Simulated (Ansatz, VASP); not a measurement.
# SiW3 in VASP and in Ansatz

File INCAR:

```
PREC = Accurate ; ENCUT = 520
EDIFF = 1E-7 ; ISMEAR = 0
SIGMA = 0.15 ; LREAL = False
LASPH = True ; NELM = 80
ALGO = Fast ; ISIF = 2
LWAVE = False ; LCHARG = True
GGA = PS ; LELF = True
LVHAR = True ; NBANDS = 31
```

KPOINTS

```
Automatic mesh
0
Gamma
  14 14 14
```

POSCAR

```
SiW3
1.0
   -2.7060550509      2.7060550509      2.7060550509
    2.7060550509     -2.7060550509      2.7060550509
    2.7060550509      2.7060550509     -2.7060550509
Si W
1 3
Direct
    0.0000000000      0.0000000000      0.0000000000
    0.5000000000      0.5000000000      0.0000000000
    0.5000000000      0.0000000000      0.5000000000
    0.0000000000      0.5000000000      0.5000000000
```

Input for Ansatz:

```yaml
crystal:
  lattice:
    - [-2.7060550509, 2.7060550509, 2.7060550509]
    - [2.7060550509, -2.7060550509, 2.7060550509]
    - [2.7060550509, 2.7060550509, -2.7060550509]
  atoms:
    - { symbol: Si, position: [0.0, 0.0, 0.0] }
    - { symbol: W, position: [0.5, 0.5, 0.0] }
    - { symbol: W, position: [0.5, 0.0, 0.5] }
    - { symbol: W, position: [0.0, 0.5, 0.5] }
basis:
  ecutwfc: 420
kpoints:
  mp_grid: { grid: [14, 14, 14] }
hamiltonian:
  xc: pbesol
scf:
  occupations: { method: gaussian, width: 0.15 }
output:
  forces: true
  stress: true
  eigenvalues: true
```

Change from the starting cell: strain +0.050 along x and y, +0.050 along z, atoms carried along.

Alike in both runs: task single point; functional PBEsol; k mesh 14 × 14 × 14; occupations gaussian, width 0.15 eV; no spin polarisation.

|  | VASP | Ansatz |
| --- | --- | --- |
| version | VASP 6.6.1 | Ansatz 0.2.0 |
| potentials or method | VASP PAW PBE potentials, release 64 (Si, W_sv), cutoff 520 eV | scalar-relativistic, plane waves, PAW |
| valence electrons in the cell | 46 | 46 |

VASP gave:

```
gap on the k mesh at the Fermi level (eV) : none
pressure (GPa)                            : -21.7
```

Q: Which values does Ansatz return?

A: gap on the k mesh at the Fermi level (eV): none; pressure (GPa): -21.9.

VASP's potentials were made for PBE, not for PBEsol. A gap of «none» marks a metal or a gap that the smearing closes.

Spin-orbit coupling is off throughout.
